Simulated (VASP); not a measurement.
# SrTe (m.b) (Fm-3m) in VASP: a series of runs

Runs on SrTe (m.b). Level: PBE. Tasks: single point.

Program: VASP 6.6.1. These are calculated values, not measurements. Logs are shortened: lines on timing, memory, paths and dates and some standing lists are left out, and cuts for length are marked.

### Step 1. The cell of the first run

Symmetry: Fm-3m, No. 225, cubic system. The conventional cell has a = 6.719 Å, b = 6.719 Å, c = 6.719 Å, α = 90.00°, β = 90.00°, γ = 90.00°. Sr (site symmetry m-3m) has 6 Te at 3.36 Å within 4.4 Å. Within 4.4 Å of Te (site symmetry m-3m) lie 6 Sr at 3.36 Å.

### Step 2. Single point, PBE

INCAR reads:

```
SYSTEM = SrTe
PREC = Accurate ; ENCUT = 500
EDIFF = 1E-6 ; ISMEAR = 0
SIGMA = 0.02 ; LREAL = .FALSE.
LASPH = .TRUE. ; NELM = 120
ALGO = Normal ; ISIF = 2
LWAVE = .FALSE. ; LCHARG = .FALSE.
GGA = PE ; NBANDS = 15
GGA_COMPAT = .FALSE.
```

KPOINTS reads:

```
Automatic mesh
0
G
  8 8 8
  0 0 0
```

POSCAR reads:

```
SrTe
1.0
    0.0000000000      3.3596447207      3.3596447207
    3.3596447207      0.0000000000      3.3596447207
    3.3596447207      3.3596447207      0.0000000000
Sr Te
1 1
Direct
    0.0000000000      0.0000000000      0.0000000000
    0.5000000000      0.5000000000      0.5000000000
```

Potentials or basis: VASP PAW PBE potentials, release 64 (Sr_sv, Te).

Run with:

```console
$ cat potpaw_PBE.64/Sr_sv/POTCAR potpaw_PBE.64/Te/POTCAR > POTCAR
$ mpirun -np 1 vasp_std > vasp.out
```

OUTCAR:

```text
SYSTEM = SrTe
   PREC = Accurate
   ENCUT = 500
   EDIFF = 1E-6
   ISMEAR = 0
   LREAL = .FALSE.
   LASPH = .TRUE.
   NELM = 120
   ISIF = 2
   GGA = PE

 ion  position               nearest neighbor table
   1  0.000  0.000  0.000-   2 3.36   2 3.36   2 3.36   2 3.36   2 3.36   2 3.36
   2  0.500  0.500  0.500-   1 3.36   1 3.36   1 3.36   1 3.36   1 3.36   1 3.36

  LATTYP: Found a face centered cubic cell.
 ALAT       =     6.7192894414

  Lattice vectors:

 A1 = (   0.0000000000,   3.3596447207,   3.3596447207)
 A2 = (   3.3596447207,   0.0000000000,   3.3596447207)
 A3 = (   3.3596447207,   3.3596447207,   0.0000000000)

Analysis of symmetry for initial positions (statically):
=====================================================================
 Subroutine PRICEL returns:
 Original cell was already a primitive cell.

 Routine SETGRP: Setting up the symmetry group for a
 face centered cubic supercell.

 Subroutine GETGRP returns: Found 48 space group operations
 (whereof 48 operations were pure point group operations)
 out of a pool of 48 trial point group operations.

The static configuration has the point symmetry O_h .

Analysis of symmetry for dynamics (positions and initial velocities):
=====================================================================
 Subroutine PRICEL returns:
 Original cell was already a primitive cell.

 Routine SETGRP: Setting up the symmetry group for a
 face centered cubic supercell.

 Subroutine GETGRP returns: Found 48 space group operations
 (whereof 48 operations were pure point group operations)
 out of a pool of 48 trial point group operations.

The dynamic configuration has the point symmetry O_h .

 Subroutine INISYM returns: Found 48 space group operations
 (whereof 48 operations are pure point group operations),
 and found     1 'primitive' translations

----------------------------------------------------------------------------------------

                                     Primitive cell

  volume of cell :      75.8420

  direct lattice vectors                    reciprocal lattice vectors
     0.000000000  3.359644721  3.359644721    -0.148825260  0.148825260  0.148825260
     3.359644721  0.000000000  3.359644721     0.148825260 -0.148825260  0.148825260
     3.359644721  3.359644721  0.000000000     0.148825260  0.148825260 -0.148825260

  length of vectors
     4.751255129  4.751255129  4.751255129     0.257772912  0.257772912  0.257772912

  position of ions in fractional coordinates (direct lattice)
[... 83 lines left out ...]
   IBRION =     -1    ionic relax: 0-MD 1-quasi-New 2-CG
   NFREE  =      0    steps in history (QN), initial steepest desc. (CG)
   ISIF   =      2    stress and relaxation
   ISYM   =      2    0-nonsym 1-usesym 2-fastsym
   POTIM  = 0.5000    time-step for ionic-motion
   TEBEG  =    0.0;   TEEND  =   0.0 temperature during run
   PSTRESS=    0.0 pullay stress
   NELECT =      16.0000    total number of electrons
   NUPDOWN=      -1.0000    fix difference up-down
   EMIN   =  10.00;   EMAX   =-10.00  energy-range for DOS
   EFERMI =   0.00;   METHOD = LEGACY
   ISMEAR =     0;   SIGMA  =   0.02  broadening in eV -4-tet -1-fermi 0-gaus
   EFERMI_NEDOS =   21; number of points for ismear=-14 and -15
   IALGO  =     38    algorithm
   IMIX   =      4    mixing-type and parameters
     AMIX     =   0.40;   BMIX     =  1.00
     AMIX_MAG =   1.60;   BMIX_MAG =  1.00
  volume/ion in A,a.u.               =      37.92       255.90
  Fermi-wavevector in a.u.,A,eV,Ry     =   0.974566  1.841664 12.922539  0.949780
  Thomas-Fermi vector in A             =   2.105037
   LORBIT       =      0    0 simple, 1 ext, 2 COOP (PROOUT), +10 PAW based schemes
   GGA     = PE    functional components
   LHFCALC =     F    Hartree Fock is set to
   AEXX    =    0.0000 exact exchange contribution
   IVDW    =     0    specifies the selected vdW correction
   LEPSILON=     F    determine dielectric tensor
   LRPA    =     F    only Hartree local field effects (RPA)
 non-spin polarized calculation
 Gauss-broadening in eV      SIGMA  =   0.02
  energy-cutoff  :      500.00
  volume of cell :       75.84
 maximum number of plane-waves:      1964
   NGX = 17   NGY = 17   NGZ = 17

 number of electron      16.0000000 magnetization

 Free energy of the ion-electron system (eV)
  ---------------------------------------------------
  ext. energy  EPLUGINS =         0.00000000
  ---------------------------------------------------
  free energy    TOTEN  =        -8.26871864 eV

  energy without entropy =       -8.26871864  energy(sigma->0) =       -8.26871864

 E-fermi :   2.7533     XC(G=0):  -8.4117

 val. band max:        2.6663507260   @ k =   0.0000   0.0000   0.0000
 cond. band min:       4.4273524380   @ k =   0.5000   0.5000   0.0000
 fundamental gap:      1.7610017120
 Fermi energy:         2.7532587920

 k-point     1 :       0.0000    0.0000    0.0000
  band No.  band energies     occupation
      1     -32.0826      2.00000
      2     -14.0672      2.00000
      3     -14.0672      2.00000
      4     -14.0672      2.00000
      5      -7.2324      2.00000
      6       2.6664      2.00000
      7       2.6664      2.00000
      8       2.6664      2.00000
      9       5.4044      0.00000
     10       5.9600      0.00000
     11       5.9600      0.00000
     12       5.9600      0.00000
     13       6.5794      0.00000
     14       6.5794      0.00000
[... 401 lines left out ...]
      2     -14.1569      2.00000
      3     -14.0966      2.00000
      4     -14.0815      2.00000
      5      -6.6777      2.00000
      6       0.3211      2.00000
      7       1.3506      2.00000
      8       1.6044      2.00000
      9       6.6302      0.00000
     10       6.8657      0.00000
     11       8.1338      0.00000
     12       8.3092      0.00000
     13       8.5219      0.00000
     14       9.2900      0.00000
     15      10.7318      0.00000

 [... further k-points ...]
[... 5 lines left out ...]
  --------------------------------------------------------------------------------------
  -------------------------------------------------------------------------------------
  Total        0.0334923      0.0334923      0.0334923      0.0000000     -0.0000000      0.0000000
  in kB        0.7075308      0.7075308      0.7075308      0.0000000     -0.0000000      0.0000000
  external PRESSURE =       0.7075308 kB  Pullay stress =       0.0000000 kB

 VOLUME and BASIS-vectors are now :
 -----------------------------------------------------------------------------
  energy-cutoff  :      500.00
  volume of cell :       75.84
      direct lattice vectors                 reciprocal lattice vectors
     0.000000000  3.359644721  3.359644721    -0.148825260  0.148825260  0.148825260
     3.359644721  0.000000000  3.359644721     0.148825260 -0.148825260  0.148825260
     3.359644721  3.359644721  0.000000000     0.148825260  0.148825260 -0.148825260

 POSITION                                       TOTAL-FORCE (eV/Angst)
 -----------------------------------------------------------------------------------
      0.00000      0.00000      0.00000         0.000000      0.000000     -0.000000
      3.35964      3.35964      3.35964         0.000000      0.000000      0.000000
 -----------------------------------------------------------------------------------
    total drift:                                0.000000      0.000000      0.000000

  FREE ENERGIE OF THE ION-ELECTRON SYSTEM (eV)
  ---------------------------------------------------
  free  energy   TOTEN  =        -8.2687186396 eV

  energy  without entropy=       -8.2687186396  energy(sigma->0) =       -8.26871864
```

Run time: 72 s. Hardware: 1 thread of Intel Xeon 8259CL, shared host; peak memory 0.21 GiB.

What came out:

- Free energy: -8.2687 eV
- Pressure: 0.1 GPa
- Band gap on the k mesh: 1.76 eV, indirect (least direct gap 2.48 eV)

Levels at points of the mesh, in eV from the valence-band top:
| k point | band 5 | band 6 | band 7 | band 8 | band 9 | band 10 | band 11 | band 12 |
| --- | --- | --- | --- | --- | --- | --- | --- | --- |
| (0.00, 0.00, 0.00) | -9.90 | 0.00 | 0.00 | 0.00 | 2.74 | 3.29 | 3.29 | 3.29 |
| (0.50, 0.00, 0.00) | -9.31 | -2.75 | -1.06 | -1.06 | 3.85 | 5.11 | 5.29 | 5.29 |
| (0.50, 0.50, 0.00) | -9.47 | -1.93 | -0.72 | -0.72 | 1.76 | 3.81 | 4.79 | 5.99 |

Caveat: spin-orbit coupling is left out, which moves the levels of the heavy elements.

### Step 3. Single point, PBE

INCAR reads:

```
ALGO = Normal
EDIFF = 1E-6
ENCUT = 500
GGA = PE
GGA_COMPAT = False
ISIF = 2
ISMEAR = 0
LASPH = True
LCHARG = False
LREAL = False
LWAVE = False
NBANDS = 15
NELM = 120
PREC = Accurate
SIGMA = 0.02
```

KPOINTS reads:

```
k-points
0
Gamma
  8 8 8
```

POSCAR is that of step 2.

Potentials or basis: VASP PAW PBE potentials, release 64 (Sr_sv, Te).

Run with:

```console
$ cat potpaw_PBE.64/Sr_sv/POTCAR potpaw_PBE.64/Te/POTCAR > POTCAR
$ mpirun -np 1 vasp_std > vasp.out
```

Run time: 68 s. Hardware: 1 thread of Intel Xeon 8259CL, shared host; peak memory 0.22 GiB.

The run converged. Its results:

```yaml
Free_energy: -8.2687 eV
Pressure: 0.1 GPa
Band_gap_on_the_k_mesh: 1.76 eV, indirect (least direct gap 2.48 eV)
```

Levels at points of the mesh, in eV from the valence-band top:
| k point | band 4 | band 5 | band 6 | band 7 | band 8 | band 9 | band 10 | band 11 | band 12 | band 13 |
| --- | --- | --- | --- | --- | --- | --- | --- | --- | --- | --- |
| (0.00, 0.00, 0.00) | -16.73 | -9.90 | 0.00 | 0.00 | 0.00 | 2.74 | 3.29 | 3.29 | 3.29 | 3.91 |
| (0.50, 0.00, 0.00) | -16.74 | -9.31 | -2.75 | -1.06 | -1.06 | 3.85 | 5.11 | 5.29 | 5.29 | 6.62 |
| (0.50, 0.50, 0.00) | -16.76 | -9.47 | -1.93 | -0.72 | -0.72 | 1.76 | 3.81 | 4.79 | 5.99 | 6.08 |

Caveat: spin-orbit coupling is left out, which moves the levels of the heavy elements.
